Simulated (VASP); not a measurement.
Pb, 3 atoms in the cell. Symmetry: Pm-3m, No. 221, cubic system. The conventional cell has a = 4.767 Å, b = 4.767 Å, c = 4.767 Å, α = 90.00°, β = 90.00°, γ = 90.00°. Within 4.4 Å of Pb (site symmetry 4/mmm) lie 8 Pb at 3.37 Å. 

* Program: VASP 6.6.1
* Task: single point
* Functional: PBE
* Potentials or basis: VASP PAW PBE potentials, release 64 (Pb_d)
* Cutoff: 520 eV
* k mesh: 4 × 4 × 4
* Occupations: gaussian, width 0.1 eV
* Spin: no spin polarisation
* Dipole correction: no
* Further INCAR settings: ALGO = Normal; EDIFF = 1e-06; NBANDS = 28

Potentials or basis: VASP PAW PBE potentials, release 64 (Pb_d).

The run is started by

```console
$ cat potpaw_PBE.64/Pb_d/POTCAR > POTCAR
$ mpirun -np 1 vasp_std > vasp.out
```

Hardware: 1 thread of Intel(R) Xeon(R) 6975P-C (Granite Rapids), with other jobs on the host.

Problem. How long does it take, and how much memory?

Solution. Wall time 9.2 s on 1 thread of Intel(R) Xeon(R) 6975P-C (Granite Rapids), with other jobs on the host, peak memory 0.21 GiB. Counts: scf iterations 13, k points 10.
